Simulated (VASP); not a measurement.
Set up this calculation in VASP 6.6.1, as the native input.

* Task: single point
* Functional: PBEsol
* Potentials or basis: VASP PAW PBE potentials, release 64 (Hg, Te)
* Cutoff: 520 eV
* k mesh: 12 × 12 × 8
* Occupations: gaussian, width 0.1 eV
* Spin: no spin polarisation
* Dipole correction: no
* Further INCAR settings: ALGO = Normal; EDIFF = 1e-06; NBANDS = 26

The structure of HgTe lies in POSCAR:

```
HgTe
1.0
    3.2556397153      3.2556397153      0.0000000000
   -3.2556397153      3.2556397153      0.0000000000
    0.0000000000      0.0000000000      6.7717306078
Hg Te
2 2
Direct
    0.0000000000      0.0000000000      0.0000000000
    0.5000000000      0.5000000000      0.5000000000
    0.5000000000      0.0000000000      0.7500000000
    0.0000000000      0.5000000000      0.2500000000
```

This cell differs from its parent crystal: strain along c alone, the other axes held: +4.0 %.

These files were run (other wordings do the same):

INCAR

```
SYSTEM = HgTe
  PREC = Accurate
  ENCUT = 520
  EDIFF = 1E-6
  ISMEAR = 0
  SIGMA = 0.1
  LREAL = .FALSE.
  LASPH = .TRUE.
  NELM = 80
  ALGO = Normal
  ISIF = 2
  LWAVE = .FALSE.
  LCHARG = .FALSE.
  GGA = PS
  NBANDS = 26
```

KPOINTS

```
regular mesh
0
G
  12 12 8
  0 0 0
```

Potentials or basis: VASP PAW PBE potentials, release 64 (Hg, Te).

Launch:

```bash
$ cat potpaw_PBE.64/Hg/POTCAR potpaw_PBE.64/Te/POTCAR > POTCAR
$ mpirun -np 1 vasp_std > vasp.out
```

It gave:

* Pressure: -1.5 GPa
* Band gap on the k mesh: zero (filled and empty bands touch)

Caveat: the cell differs from its parent crystal (strain along c alone, the other axes held: +4.0 %); semilocal functionals underestimate gaps, and a narrow one can read as zero; the PAW data sets were made with another functional, which shifts forces and pressure a little; spin-orbit coupling is left out, which moves the levels of the heavy elements.

Run time: 5.2 min on 1 thread of Intel(R) Xeon(R) Platinum 8488C (Sapphire Rapids), with other jobs on the host, peak memory 0.58 GiB.
